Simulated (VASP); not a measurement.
Here is a VASP 6.6.1 calculation.

Contents of INCAR:

```
  ALGO = Normal
  EDIFF = 1E-7
  EDIFFG = -0.02
  ENCUT = 600
  GGA = PE
  IBRION = 2
  ISIF = 3
  ISMEAR = -1
  IVDW = 13
  LASPH = T
  LCHARG = F
  LREAL = F
  LWAVE = F
  NELM = 100
  NSW = 80
  PREC = Accurate
  SIGMA = 0.05
```

The input KPOINTS:

```
k-points
0
Gamma
  12 12 12
```

The input POSCAR:

```
Pd
1.0
    0.0000000000      1.9465000000      1.9465000000
    1.9465000000      0.0000000000      1.9465000000
    1.9465000000      1.9465000000      0.0000000000
Pd
1
Direct
    0.0000000000      0.0000000000      0.0000000000
```

Potentials or basis: VASP PAW PBE potentials, release 64 (Pd).

Run with:

```console
$ cat potpaw_PBE.64/Pd/POTCAR > POTCAR
$ mpirun -np 1 vasp_std > vasp.out
```

What does it give for the relaxed cell?

a = 2.760 Å, b = 2.760 Å, c = 2.760 Å, α = 60.00°, β = 60.00°, γ = 60.00°.

Estimate the band gap on the k mesh.

zero (band 5 reaches 9.92 eV, above the bottom of band 6 at 8.36 eV).

Predict the space group after relaxing (to 0.05 Å).

Fm-3m (No. 225).

Estimate the relaxed volume.

14.87 Å³/atom.

Step by step:
```tsv
step	energy change (eV)	largest force (eV/Å)	pressure (GPa)	volume (Å³)
1	0.0000	0.0000	1.52	14.75
2	0.0007	0.0000	-2.19	15.05
3	-0.0005	0.0000	0.02	14.87
```

Caveat: pairwise dispersion overbinds metals, which lowers pressure and volume. Zero-point motion and thermal expansion aren't in these numbers.
